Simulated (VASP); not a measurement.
# Na4H3F (P4/mmm) in VASP: single point with PBE

Aim: the single point of Na4H3F with PBE.

Everything below comes from runs of VASP 6.6.1. Logs are shortened: lines on timing, memory, paths and dates and some standing lists are left out, and cuts for length are marked.

## Step 1: The cell of the first run

Symmetry: P4/mmm, No. 123, tetragonal system. The conventional cell has a = 3.388 Å, b = 3.388 Å, c = 9.584 Å, α = 90.00°, β = 90.00°, γ = 90.00°. Na (site symmetry 4/mmm) has 2 H at 2.38 Å and 4 F at 2.40 Å within 3.1 Å. Within 3.1 Å of Na (site symmetry 4mm) lie 1 F at 2.36 Å and 5 H at 2.40 to 2.43 Å. Na (site symmetry 4/mmm) has 6 H at 2.40 to 2.41 Å within 3.2 Å. Within 3.1 Å of H (site symmetry 4mm) lie 6 Na at 2.38 to 2.41 Å. H (site symmetry 4/mmm) has 6 Na at 2.40 to 2.43 Å within 3.2 Å. Within 3.1 Å of F (site symmetry 4/mmm) lie 6 Na at 2.36 to 2.40 Å.

## Step 2: Single point, PBE

Input file INCAR:

```
SYSTEM = Na4H3F
PREC = Accurate
ENCUT = 520
EDIFF = 1E-6
ISMEAR = 0
SIGMA = 0.02
LREAL = .FALSE.
LASPH = .TRUE.
NELM = 60
ALGO = Normal
ISIF = 2
LWAVE = .FALSE.
LCHARG = .TRUE.
GGA = PE
LELF = .TRUE.
LVHAR = .TRUE.
NBANDS = 29
```

Input file KPOINTS:

```
regular mesh
0
G
  8 8 4
  0 0 0
```

Input file POSCAR:

```
Na4H3F
1.0
    3.3884124669      0.0000000000      0.0000000000
    0.0000000000      3.3884124669      0.0000000000
    0.0000000000      0.0000000000      9.5835011137
Na H F
4 3 1
Direct
    0.0000000000      0.0000000000      0.0000000000
    0.5000000000      0.5000000000      0.2465947840
    0.0000000000      0.0000000000      0.5000000000
    0.5000000000      0.5000000000      0.7534052160
    0.0000000000      0.0000000000      0.2480476681
    0.0000000000      0.0000000000      0.7519523319
    0.5000000000      0.5000000000      0.5000000000
    0.5000000000      0.5000000000      0.0000000000
```

Potentials or basis: VASP PAW PBE potentials, release 64 (Na_pv, H, F).

Run with:

```console
$ cat potpaw_PBE.64/Na_pv/POTCAR potpaw_PBE.64/H/POTCAR potpaw_PBE.64/F/POTCAR > POTCAR
$ mpirun -np 1 vasp_std > vasp.out
```

OUTCAR:

```text
SYSTEM = Na4H3F
   PREC = Accurate
   ENCUT = 520
   EDIFF = 1E-6
   ISMEAR = 0
   LREAL = .FALSE.
   LASPH = .TRUE.
   NELM = 60
   ISIF = 2
   GGA = PE

 ion  position               nearest neighbor table
   1  0.000  0.000  0.000-
   2  0.500  0.500  0.247-
   3  0.000  0.000  0.500-
   4  0.500  0.500  0.753-
   5  0.000  0.000  0.248-
   6  0.000  0.000  0.752-
   7  0.500  0.500  0.500-
   8  0.500  0.500  0.000-

  LATTYP: Found a simple tetragonal cell.
 ALAT       =     3.3884124669
 C/A-ratio  =     2.8283159761

  Lattice vectors:

 A1 = (   3.3884124669,   0.0000000000,   0.0000000000)
 A2 = (   0.0000000000,   3.3884124669,   0.0000000000)
 A3 = (   0.0000000000,   0.0000000000,   9.5835011137)

Analysis of symmetry for initial positions (statically):
=====================================================================
 Subroutine PRICEL returns:
 Original cell was already a primitive cell.

 Routine SETGRP: Setting up the symmetry group for a
 simple tetragonal supercell.

 Subroutine GETGRP returns: Found 16 space group operations
 (whereof 16 operations were pure point group operations)
 out of a pool of 16 trial point group operations.

The static configuration has the point symmetry D_4h.

Analysis of symmetry for dynamics (positions and initial velocities):
=====================================================================
 Subroutine PRICEL returns:
 Original cell was already a primitive cell.

 Routine SETGRP: Setting up the symmetry group for a
 simple tetragonal supercell.

 Subroutine GETGRP returns: Found 16 space group operations
 (whereof 16 operations were pure point group operations)
 out of a pool of 16 trial point group operations.

The dynamic configuration has the point symmetry D_4h.

 Subroutine INISYM returns: Found 16 space group operations
 (whereof 16 operations are pure point group operations),
 and found     1 'primitive' translations

----------------------------------------------------------------------------------------

                                     Primitive cell

  volume of cell :     110.0314

  direct lattice vectors                    reciprocal lattice vectors
     3.388412467  0.000000000  0.000000000     0.295123457  0.000000000  0.000000000
     0.000000000  3.388412467  0.000000000     0.000000000  0.295123457  0.000000000
     0.000000000  0.000000000  9.583501114     0.000000000  0.000000000  0.104345999

[... 101 lines left out ...]
   ISIF   =      2    stress and relaxation
   ISYM   =      2    0-nonsym 1-usesym 2-fastsym
   POTIM  = 0.5000    time-step for ionic-motion
   TEBEG  =    0.0;   TEEND  =   0.0 temperature during run
   PSTRESS=    0.0 pullay stress
   NELECT =      38.0000    total number of electrons
   NUPDOWN=      -1.0000    fix difference up-down
   EMIN   =  10.00;   EMAX   =-10.00  energy-range for DOS
   EFERMI =   0.00;   METHOD = LEGACY
   ISMEAR =     0;   SIGMA  =   0.02  broadening in eV -4-tet -1-fermi 0-gaus
   EFERMI_NEDOS =   21; number of points for ismear=-14 and -15
   IALGO  =     38    algorithm
   IMIX   =      4    mixing-type and parameters
     AMIX     =   0.40;   BMIX     =  1.00
     AMIX_MAG =   1.60;   BMIX_MAG =  1.00
  volume/ion in A,a.u.               =      13.75        92.82
  Fermi-wavevector in a.u.,A,eV,Ry     =   1.148587  2.170514 17.949505  1.319251
  Thomas-Fermi vector in A             =   2.285261
   LORBIT       =      0    0 simple, 1 ext, 2 COOP (PROOUT), +10 PAW based schemes
   GGA     = PE    functional components
   LHFCALC =     F    Hartree Fock is set to
   AEXX    =    0.0000 exact exchange contribution
   IVDW    =     0    specifies the selected vdW correction
   LEPSILON=     F    determine dielectric tensor
   LRPA    =     F    only Hartree local field effects (RPA)
 non-spin polarized calculation
 Gauss-broadening in eV      SIGMA  =   0.02
  energy-cutoff  :      520.00
  volume of cell :      110.03
 maximum number of plane-waves:      2998
 NGX is ok and might be reduce to    28
   NGX = 13   NGY = 13   NGZ = 35

 number of electron      38.0000012 magnetization

 Free energy of the ion-electron system (eV)
  ---------------------------------------------------
  ext. energy  EPLUGINS =         0.00000000
  ---------------------------------------------------
  free energy    TOTEN  =       -23.80745664 eV

  energy without entropy =      -23.80745664  energy(sigma->0) =      -23.80745664

 E-fermi :  -0.5200     XC(G=0):  -8.0634

 val. band max:       -0.7052431627   @ k =   0.5000   0.5000   0.0000
 cond. band min:       3.2353886394   @ k =   0.5000   0.0000   0.5000
 fundamental gap:      3.9406318021
 Fermi energy:        -0.5199609307

 k-point     1 :       0.0000    0.0000    0.0000
  band No.  band energies     occupation
      1     -22.9591      2.00000
      2     -22.8481      2.00000
      3     -22.7996      2.00000
      4     -22.7935      2.00000
      5     -22.7935      2.00000
      6     -22.7832      2.00000
[... 757 lines left out ...]
     28      10.9615      0.00000
     29      11.2090      0.00000

 [... further k-points ...]

------------------------ aborting loop because EDIFF is reached ----------------------------------------

  FORCE on cell =-STRESS in cart. coord.  units (eV):
  Direction    XX          YY          ZZ          XY          YZ          ZX
  --------------------------------------------------------------------------------------
  -------------------------------------------------------------------------------------
  Total       -0.0366215     -0.0366215     -0.0467013      0.0000000      0.0000000     -0.0000000
  in kB       -0.5332491     -0.5332491     -0.6800224      0.0000000      0.0000000     -0.0000000
  external PRESSURE =      -0.5821735 kB  Pullay stress =       0.0000000 kB

 VOLUME and BASIS-vectors are now :
 -----------------------------------------------------------------------------
  energy-cutoff  :      520.00
  volume of cell :      110.03
      direct lattice vectors                 reciprocal lattice vectors
     3.388412467  0.000000000  0.000000000     0.295123457  0.000000000  0.000000000
     0.000000000  3.388412467  0.000000000     0.000000000  0.295123457  0.000000000
     0.000000000  0.000000000  9.583501114     0.000000000  0.000000000  0.104345999

 POSITION                                       TOTAL-FORCE (eV/Angst)
 -----------------------------------------------------------------------------------
      0.00000      0.00000      0.00000         0.000000      0.000000      0.000000
      1.69421      1.69421      2.36324         0.000000      0.000000      0.002747
      0.00000      0.00000      4.79175         0.000000      0.000000      0.000000
      1.69421      1.69421      7.22026         0.000000     -0.000000     -0.002747
      0.00000      0.00000      2.37717        -0.000000     -0.000000      0.000568
      0.00000      0.00000      7.20634         0.000000     -0.000000     -0.000568
      1.69421      1.69421      4.79175         0.000000      0.000000      0.000000
      1.69421      1.69421      0.00000         0.000000      0.000000      0.000000
 -----------------------------------------------------------------------------------
    total drift:                                0.000000      0.000000      0.000000

  FREE ENERGIE OF THE ION-ELECTRON SYSTEM (eV)
  ---------------------------------------------------
  free  energy   TOTEN  =       -23.8074566437 eV

  energy  without entropy=      -23.8074566437  energy(sigma->0) =      -23.80745664
```

It took 1.7 min on 1 thread of Intel Xeon Platinum 8488C (Sapphire Rapids), shared host; peak memory 0.28 GiB.

Results:

| Item | Value |
| --- | --- |
| Free energy | -23.8075 eV |
| Pressure | -0.1 GPa |
| Band gap on the k mesh | 3.94 eV (least direct gap 4.64 eV) |

Forces on the atoms (eV/Å):
```
Na   0.000  0.000  0.000
Na   0.000  0.000  0.003
Na   0.000  0.000  0.000
Na   0.000  0.000 -0.003
H    0.000  0.000  0.001
H    0.000  0.000 -0.001
H    0.000  0.000  0.000
F    0.000  0.000  0.000
```

A k mesh can miss the band edges. PBE gaps usually lie below the measured ones, often by a third to a half.
